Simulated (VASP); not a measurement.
Input of a VASP 6.6.1 run:

Contents of INCAR:

```
SYSTEM = Zn2SnO3
PREC = Accurate
ENCUT = 520
EDIFF = 1E-6
ISMEAR = 0
SIGMA = 0.15
LREAL = .FALSE.
LASPH = .TRUE.
NELM = 100
ALGO = Normal
ISIF = 2
LWAVE = .FALSE.
LCHARG = .FALSE.
GGA = PE
NBANDS = 37
```

File KPOINTS:

```
regular mesh
0
G
  5 5 5
  0 0 0
```

The input POSCAR:

```
Zn2SnO3
1.0
   -1.7137850124      1.7137850124      7.3772269493
    1.7137850124     -1.7137850124      7.3772269493
    1.7137850124      1.7137850124     -7.3772269493
Zn Sn O
2 1 3
Direct
    0.6786176135      0.6786176135      0.0000000000
    0.3213823865      0.3213823865      0.0000000000
    0.0000000000      0.0000000000      0.0000000000
    0.7500000000      0.2500000000      0.5000000000
    0.1062692883      0.6062692883      0.5000000000
    0.3937307117      0.8937307117      0.5000000000
```

Potentials or basis: VASP PAW PBE potentials, release 64 (Zn, Sn_d, O).

Launch:

```sh
$ cat potpaw_PBE.64/Zn/POTCAR potpaw_PBE.64/Sn_d/POTCAR potpaw_PBE.64/O/POTCAR > POTCAR
$ mpirun -np 1 vasp_std > vasp.out
```

(1) Predict the pressure.

(2) What does it give for the band gap on the k mesh?

(3) Predict the largest force.

Answers

(1) 0.8 GPa.

(2) zero (bands 28 and 29 overlap by 0.02 eV).

(3) 0.023 eV/Å.

Caveat: the k points lie up to 0.38 Å⁻¹ apart; semilocal functionals underestimate gaps, and a narrow one can read as zero; spin-orbit coupling is left out, which moves the levels of the heavy elements.
